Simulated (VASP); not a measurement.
Wanted: the native input for a VASP 6.6.1 run.

| Property | Result |
| --- | --- |
| Task | single point |
| Functional | PBEsol |
| Potentials or basis | VASP PAW PBE potentials, release 64 (Ba_sv, Ti_sv, O) |
| Cutoff | 520 eV |
| k mesh | 3 × 3 × 3 |
| Occupations | gaussian, width 0.01 eV |
| Spin | no spin polarisation |
| Dipole correction | no |
| Further INCAR settings | ALGO = Normal; EDIFF = 1e-07; NBANDS = 28 |

The structure of BaTiO3 lies in POSCAR:

```
BaTiO3
1.0
    4.0060000000      0.0000000000      0.0000000000
    0.0000000000      4.0060000000      0.0000000000
    0.0000000000      0.0000000000      4.0060000000
Ba Ti O
1 1 3
Direct
    0.5000000000      0.5000000000      0.5000000000
    0.0000000000      0.0000000000      0.0000000000
    0.5000000000      0.0000000000      0.0000000000
    0.0000000000      0.5000000000      0.0000000000
    0.0000000000      0.0000000000      0.5000000000
```

The input as run:

INCAR

```
SYSTEM = BaTiO3
ALGO = Normal
EDIFF = 1E-7
ENCUT = 520
GGA = PS
ISIF = 2
ISMEAR = 0
LASPH = .TRUE.
LCHARG = .FALSE.
LREAL = .FALSE.
LWAVE = .FALSE.
NBANDS = 28
NELM = 80
PREC = Accurate
SIGMA = 0.01
```

KPOINTS

```
k-points
0
G
  3 3 3
  0 0 0
```

Potentials or basis: VASP PAW PBE potentials, release 64 (Ba_sv, Ti_sv, O).

Launch:

```console
$ cat potpaw_PBE.64/Ba_sv/POTCAR potpaw_PBE.64/Ti_sv/POTCAR potpaw_PBE.64/O/POTCAR > POTCAR
$ mpirun -np 1 vasp_std > vasp.out
```

Results of the run:

| Item | Value |
| --- | --- |
| Pressure | -2.5 GPa |
| Band gap on the k mesh | 1.76 eV, direct |

Caveat: the k points lie up to 0.52 Å⁻¹ apart; the PAW data sets were made with another functional, which shifts forces and pressure a little; spin-orbit coupling is left out, which moves the levels of the heavy elements.

It took 7.1 s on 1 thread of AMD EPYC 9R45 96-Core Processor (Zen 5), with other jobs on the host, peak memory 0.13 GiB.
